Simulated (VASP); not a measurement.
# SiO2 (P2_13) in VASP: further runs

Runs on SiO2. Level: PBE. Tasks: single point.

Program: VASP 6.6.1. These are calculated values, not measurements. Logs are shortened: lines on timing, memory, paths and dates and some standing lists are left out, and cuts for length are marked.

## 1. The cell of the first run

It takes space group P2_13 (No. 198, cubic). Conventional cell: a = 7.014 Å, b = 7.014 Å, c = 7.014 Å, α = 90.00°, β = 90.00°, γ = 90.00°. Si (site symmetry 3) has 4 O at 1.61 to 1.62 Å within 2.1 Å. Within 2.1 Å of Si (site symmetry 3) lie 4 O at 1.61 to 1.63 Å. O (site symmetry 3) has 2 Si at 1.61 Å within 2.1 Å. Within 2.2 Å of O (site symmetry 1) lie 2 Si at 1.62 to 1.63 Å.

## 2. Single point, PBE (14.38 Å³/atom)

The input, INCAR:

```
PREC = Accurate ; ENCUT = 520
EDIFF = 1E-7 ; ISMEAR = -1
SIGMA = 0.02 ; LREAL = Auto
LASPH = True ; NELM = 60
ALGO = Normal ; ISIF = 2
LWAVE = False ; LCHARG = False
GGA = PE ; NBANDS = 82
```

The input, KPOINTS:

```
Automatic mesh
0
Gamma
  4 4 4
```

The input, POSCAR:

```
SiO2
1.0
    7.0138365384      0.0000000000      0.0000000000
    0.0000000000      7.0138365384      0.0000000000
    0.0000000000      0.0000000000      7.0138365384
Si O
8 16
Direct
    0.2899325883      0.2899325883      0.2899325883
    0.2100674117      0.7100674117      0.7899325883
    0.7899325883      0.2100674117      0.7100674117
    0.7100674117      0.7899325883      0.2100674117
    1.0247300412      1.0247300412      1.0247300412
    0.4752699588     -0.0247300412      0.5247300412
    0.5247300412      0.4752699588     -0.0247300412
   -0.0247300412      0.5247300412      0.4752699588
    0.1570967208      0.1570967208      0.1570967208
    0.3429032792      0.8429032792      0.6570967208
    0.6570967208      0.3429032792      0.8429032792
    0.8429032792      0.6570967208      0.3429032792
    0.6384851521      0.6713578566      0.0243706913
    0.8615148479      0.3286421434      0.5243706913
    0.1384851521      0.8286421434      0.9756293087
    0.3615148479      0.1713578566      0.4756293087
    0.0243706913      0.6384851521      0.6713578566
    0.5243706913      0.8615148479      0.3286421434
    0.9756293087      0.1384851521      0.8286421434
    0.4756293087      0.3615148479      0.1713578566
    0.6713578566      0.0243706913      0.6384851521
    0.3286421434      0.5243706913      0.8615148479
    0.8286421434      0.9756293087      0.1384851521
    0.1713578566      0.4756293087      0.3615148479
```

Potentials or basis: VASP PAW PBE potentials, release 64 (Si, O).

Run with:

```bash
> cat potpaw_PBE.64/Si/POTCAR potpaw_PBE.64/O/POTCAR > POTCAR
> mpirun -np 1 vasp_std > vasp.out
```

OUTCAR:

```text
PREC = Accurate
   ENCUT = 520
   EDIFF = 1E-7
   ISMEAR = -1
   LREAL = Auto
   LASPH = True
   NELM = 60
   ISIF = 2
   GGA = PE

 ion  position               nearest neighbor table
   1  0.290  0.290  0.290-   9 1.61  16 1.62  20 1.62  24 1.62   7 3.05   8 3.05   6 3.05
   2  0.210  0.710  0.790-  10 1.61  15 1.62  17 1.62  22 1.62   7 3.05   8 3.05   5 3.05
   3  0.790  0.210  0.710-  11 1.61  14 1.62  19 1.62  21 1.62   6 3.05   8 3.05   5 3.05
   4  0.710  0.790  0.210-  12 1.61  13 1.62  18 1.62  23 1.62   6 3.05   7 3.05   5 3.05
   5  0.025  0.025  0.025-   9 1.61  15 1.63  19 1.63  23 1.63   3 3.05   4 3.05   2 3.05
   6  0.475  0.975  0.525-  10 1.61  16 1.63  18 1.63  21 1.63   3 3.05   4 3.05   1 3.05
   7  0.525  0.475  0.975-  11 1.61  13 1.63  20 1.63  22 1.63   2 3.05   4 3.05   1 3.05
   8  0.975  0.525  0.475-  12 1.61  14 1.63  17 1.63  24 1.63   2 3.05   3 3.05   1 3.05
   9  0.157  0.157  0.157-   5 1.61   1 1.61
  10  0.343  0.843  0.657-   6 1.61   2 1.61
  11  0.657  0.343  0.843-   7 1.61   3 1.61
  12  0.843  0.657  0.343-   8 1.61   4 1.61
  13  0.638  0.671  0.024-   4 1.62   7 1.63
  14  0.862  0.329  0.524-   3 1.62   8 1.63
[... 8 lines left out ...]
  23  0.829  0.976  0.138-   4 1.62   5 1.63
  24  0.171  0.476  0.362-   1 1.62   8 1.63

  LATTYP: Found a simple cubic cell.
 ALAT       =     7.0138365384

  Lattice vectors:

 A1 = (   7.0138365384,   0.0000000000,   0.0000000000)
 A2 = (   0.0000000000,   7.0138365384,   0.0000000000)
 A3 = (   0.0000000000,   0.0000000000,   7.0138365384)

Analysis of symmetry for initial positions (statically):
=====================================================================
 Subroutine PRICEL returns:
 Original cell was already a primitive cell.

 Routine SETGRP: Setting up the symmetry group for a
 simple cubic supercell.

 Subroutine GETGRP returns: Found 12 space group operations
 (whereof  3 operations were pure point group operations)
 out of a pool of 48 trial point group operations.

The static configuration has the point symmetry C_3 .
 The point group associated with its full space group is T   .

Analysis of symmetry for dynamics (positions and initial velocities):
=====================================================================
 Subroutine PRICEL returns:
 Original cell was already a primitive cell.

 Routine SETGRP: Setting up the symmetry group for a
 simple cubic supercell.

 Subroutine GETGRP returns: Found 12 space group operations
 (whereof  3 operations were pure point group operations)
 out of a pool of 48 trial point group operations.

The dynamic configuration has the point symmetry C_3 .
 The point group associated with its full space group is T   .

 Subroutine INISYM returns: Found 12 space group operations
 (whereof  3 operations are pure point group operations),
 and found     1 'primitive' translations

----------------------------------------------------------------------------------------

                                     Primitive cell

  volume of cell :     345.0380

  direct lattice vectors                    reciprocal lattice vectors
     7.013836538  0.000000000  0.000000000     0.142575322  0.000000000  0.000000000
     0.000000000  7.013836538  0.000000000     0.000000000  0.142575322  0.000000000
     0.000000000  0.000000000  7.013836538     0.000000000  0.000000000  0.142575322

  length of vectors
     7.013836538  7.013836538  7.013836538     0.142575322  0.142575322  0.142575322

  position of ions in fractional coordinates (direct lattice)
     0.289932588  0.289932588  0.289932588
     0.210067412  0.710067412  0.789932588
     0.789932588  0.210067412  0.710067412
     0.710067412  0.789932588  0.210067412
     0.024730041  0.024730041  0.024730041
     0.475269959  0.975269959  0.524730041
[... 16 lines left out ...]
     0.828642143  0.975629309  0.138485152
     0.171357857  0.475629309  0.361514848

  ion indices of the primitive-cell ions
   primitive index   ion index
                 1           1
                 2           2
                 3           3
                 4           4
                 5           5
                 6           6
[... 16 lines left out ...]
                23          23
                24          24

----------------------------------------------------------------------------------------

 KPOINTS: Automatic mesh

Automatic generation of k-mesh.
 Grid dimensions read from file:
 generate k-points for:    4    4    4

 Generating k-lattice:

  Cartesian coordinates                     Fractional coordinates (reciprocal lattice)
     0.035643830  0.000000000  0.000000000     0.250000000  0.000000000  0.000000000
     0.000000000  0.035643830  0.000000000     0.000000000  0.250000000  0.000000000
     0.000000000  0.000000000  0.035643830     0.000000000  0.000000000  0.250000000

  Length of vectors
     0.035643830  0.035643830  0.035643830

  Shift w.r.t. Gamma in fractional coordinates (k-lattice)
     0.000000000  0.000000000  0.000000000

 Subroutine IBZKPT returns following result:
 ===========================================

 Found     11 irreducible k-points:

 Following reciprocal coordinates:
            Coordinates               Weight
  0.000000  0.000000  0.000000      1.000000
  0.250000  0.000000  0.000000      6.000000
  0.500000  0.000000  0.000000      3.000000
  0.250000  0.250000  0.000000     12.000000
  0.500000  0.250000  0.000000      6.000000
 -0.250000  0.500000  0.000000      6.000000
  0.500000  0.500000  0.000000      3.000000
  0.250000  0.250000  0.250000      8.000000
  0.500000  0.250000  0.250000     12.000000
  0.500000  0.500000  0.250000      6.000000
  0.500000  0.500000  0.500000      1.000000
   k-points           NKPTS =     11   k-points in BZ     NKDIM =     11   number of bands    NBANDS=     82
   number of dos      NEDOS =    301   number of ions     NIONS =     24
   total plane-waves  NPLWV = 157464
   dimension x,y,z NGX =    54 NGY =   54 NGZ =   54
   dimension x,y,z NGXF=   108 NGYF=  108 NGZF=  108
   ions per type =               8  16
   NGX,Y,Z   is equivalent  to a cutoff of  12.80, 12.80, 12.80 a.u.
   NGXF,Y,Z  is equivalent  to a cutoff of  25.60, 25.60, 25.60 a.u.
 SYSTEM =  unknown system
   PREC   = accura    normal or accurate (medium, high low for compatibility)
   ISTART =      0    job   : 0-new  1-cont  2-samecut
   ICHARG =      2    charge: 1-file 2-atom 10-const
   ISPIN  =      1    spin polarized calculation?
   LNONCOLLINEAR =      F non collinear calculations
   LSORBIT =      F    spin-orbit coupling
   LASPH  =      T    aspherical Exc in radial PAW
   ENCUT  =  520.0 eV  38.22 Ry    6.18 a.u.  13.04 13.04 13.04*2*pi/ulx,y,z
   NELM   =     60;   NELMIN=  2; NELMDL= -5     # of ELM steps
   EDIFF  = 0.1E-06   stopping-criterion for ELM
   LREAL  =      T    real-space projection
   EDIFFG = 0.1E-05   stopping-criterion for IOM
   NSW    =      0    number of steps for IOM
   IBRION =     -1    ionic relax: 0-MD 1-quasi-New 2-CG
   NFREE  =      0    steps in history (QN), initial steepest desc. (CG)
   ISIF   =      2    stress and relaxation
   ISYM   =      2    0-nonsym 1-usesym 2-fastsym
   POTIM  = 0.5000    time-step for ionic-motion
   TEBEG  =    0.0;   TEEND  =   0.0 temperature during run
   PSTRESS=    0.0 pullay stress
   NELECT =     128.0000    total number of electrons
   NUPDOWN=      -1.0000    fix difference up-down
   EMIN   =  10.00;   EMAX   =-10.00  energy-range for DOS
   EFERMI =   0.00;   METHOD = LEGACY
   ISMEAR =    -1;   SIGMA  =   0.02  broadening in eV -4-tet -1-fermi 0-gaus
   EFERMI_NEDOS =   21; number of points for ismear=-14 and -15
   IALGO  =     38    algorithm
   IMIX   =      4    mixing-type and parameters
     AMIX     =   0.40;   BMIX     =  1.00
     AMIX_MAG =   1.60;   BMIX_MAG =  1.00
  volume/ion in A,a.u.               =      14.38        97.02
  Fermi-wavevector in a.u.,A,eV,Ry     =   1.176312  2.222907 18.826515  1.383710
  Thomas-Fermi vector in A             =   2.312678
   LORBIT       =      0    0 simple, 1 ext, 2 COOP (PROOUT), +10 PAW based schemes
   GGA     = PE    functional components
   LHFCALC =     F    Hartree Fock is set to
   AEXX    =    0.0000 exact exchange contribution
   IVDW    =     0    specifies the selected vdW correction
   LEPSILON=     F    determine dielectric tensor
   LRPA    =     F    only Hartree local field effects (RPA)
 non-spin polarized calculation
  energy-cutoff  :      520.00
  volume of cell :      345.04
 maximum number of plane-waves:      9332
 NGX is ok and might be reduce to    54
   NGX = 27   NGY = 27   NGZ = 27

 number of electron     128.0000026 magnetization

 Free energy of the ion-electron system (eV)
  ---------------------------------------------------
  ext. energy  EPLUGINS =         0.00000000
  ---------------------------------------------------
  free energy    TOTEN  =      -189.64359971 eV

  energy without entropy =     -189.64359971  energy(sigma->0) =     -189.64359971

 E-fermi :   0.4677     XC(G=0):  -8.4253

 val. band max:       -0.0675226044   @ k =   0.5000   0.5000   0.5000
 cond. band min:       5.7454757760   @ k =   0.0000   0.0000   0.0000
 fundamental gap:      5.8129983805
 Fermi energy:         0.4677430735

 k-point     1 :       0.0000    0.0000    0.0000
  band No.  band energies     occupation
      1     -19.2596      2.00000
      2     -18.3548      2.00000
      3     -18.3548      2.00000
      4     -18.3548      2.00000
      5     -18.3251      2.00000
      6     -18.3251      2.00000
[... 68 lines left out ...]
     75       9.5709      0.00000
     76      10.4588      0.00000

 k-point     2 :       0.2500    0.0000    0.0000
  band No.  band energies     occupation
      1     -19.1947      2.00000
      2     -18.7115      2.00000
      3     -18.3510      2.00000
      4     -18.3415      2.00000
      5     -18.3368      2.00000
      6     -18.3277      2.00000
[... 703 lines left out ...]
 k-point    11 :       0.5000    0.5000    0.5000
  band No.  band energies     occupation
      1     -18.8074      2.00000
      2     -18.8074      2.00000
      3     -18.8074      2.00000
      4     -18.8074      2.00000
      5     -17.8475      2.00000
      6     -17.8475      2.00000
[... 68 lines left out ...]
     75       9.5601      0.00000
     76       9.5601      0.00000
 [bands above 76 left out]

------------------------ aborting loop because EDIFF is reached ----------------------------------------

  FORCE on cell =-STRESS in cart. coord.  units (eV):
  Direction    XX          YY          ZZ          XY          YZ          ZX
  --------------------------------------------------------------------------------------
  -------------------------------------------------------------------------------------
  Total        4.0806984      4.0806984      4.0806984     -0.0000000      0.0000000      0.0000000
  in kB       18.9486450     18.9486450     18.9486450     -0.0000000      0.0000000      0.0000000
  external PRESSURE =      18.9486450 kB  Pullay stress =       0.0000000 kB

 VOLUME and BASIS-vectors are now :
 -----------------------------------------------------------------------------
  energy-cutoff  :      520.00
  volume of cell :      345.04
      direct lattice vectors                 reciprocal lattice vectors
     7.013836538  0.000000000  0.000000000     0.142575322  0.000000000  0.000000000
     0.000000000  7.013836538  0.000000000     0.000000000  0.142575322  0.000000000
     0.000000000  0.000000000  7.013836538     0.000000000  0.000000000  0.142575322

 POSITION                                       TOTAL-FORCE (eV/Angst)
 -----------------------------------------------------------------------------------
      2.03354      2.03354      2.03354         0.003196      0.003196      0.003196
      1.47338      4.98030      5.54046        -0.003196     -0.003196      0.003196
      5.54046      1.47338      4.98030         0.003196     -0.003196     -0.003196
      4.98030      5.54046      1.47338        -0.003196      0.003196     -0.003196
      0.17345      0.17345      0.17345         0.024273      0.024273      0.024273
      3.33347      6.84038      3.68037        -0.024273     -0.024273      0.024273
[... 16 lines left out ...]
      5.81196      6.84290      0.97131         0.005249      0.003267     -0.002231
      1.20188      3.33599      2.53561        -0.005249      0.003267      0.002231
 -----------------------------------------------------------------------------------
    total drift:                               -0.000000      0.000000      0.000000

  FREE ENERGIE OF THE ION-ELECTRON SYSTEM (eV)
  ---------------------------------------------------
  free  energy   TOTEN  =      -189.6435997091 eV

  energy  without entropy=     -189.6435997091  energy(sigma->0) =     -189.64359971
```

Run time: 4 min. Hardware: 1 thread of Intel Xeon 6975P-C (Granite Rapids), shared host; peak memory 0.49 GiB.

What came out:

- Free energy: -189.6436 eV
- Pressure: 1.9 GPa
- Largest force: 0.042 eV/Å
- Band gap on the k mesh: 5.81 eV (least direct gap 5.83 eV)

Forces in eV/Å, atoms in the order of the input:
```
Si   0.003  0.003  0.003
Si  -0.003 -0.003  0.003
Si   0.003 -0.003 -0.003
Si  -0.003  0.003 -0.003
Si   0.024  0.024  0.024
Si  -0.024 -0.024  0.024
Si   0.024 -0.024 -0.024
Si  -0.024  0.024 -0.024
O    0.006  0.006  0.006
O   -0.006 -0.006  0.006
O    0.006 -0.006 -0.006
O   -0.006  0.006 -0.006
O   -0.002 -0.005 -0.003
O    0.002  0.005 -0.003
O   -0.002  0.005  0.003
O    0.002 -0.005  0.003
O   -0.003 -0.002 -0.005
O   -0.003  0.002  0.005
O    0.003 -0.002  0.005
O    0.003  0.002 -0.005
O   -0.005 -0.003 -0.002
O    0.005 -0.003  0.002
O    0.005  0.003 -0.002
O   -0.005  0.003  0.002
```

[end of part 1 of 2]
